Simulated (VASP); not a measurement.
A run of VASP 6.6.1 is set up as follows.

Contents of INCAR:

```
PREC = Accurate
ENCUT = 520
EDIFF = 1E-7
ISMEAR = -1
SIGMA = 0.1
LREAL = False
LASPH = True
NELM = 100
ALGO = Normal
ISIF = 2
LWAVE = False
LCHARG = False
GGA = CA
NBANDS = 10
```

Contents of KPOINTS:

```
Automatic mesh
0
Gamma
  8 8 8
```

File POSCAR:

```
Cs
1.0
    4.5350542246      0.0000000000      0.0000000000
    0.0000000000      4.5350542246      0.0000000000
    0.0000000000      0.0000000000      4.5350542246
Cs
1
Direct
    0.0000000000      0.0000000000      0.0000000000
```

Potentials or basis: VASP PAW LDA potentials, release 64 (Cs_sv).

Launch:

```console
$ cat potpaw_LDA.64/Cs_sv/POTCAR > POTCAR
$ mpirun -np 1 vasp_std > vasp.out
```

Q: Estimate the pressure.

A: 0.2 GPa.
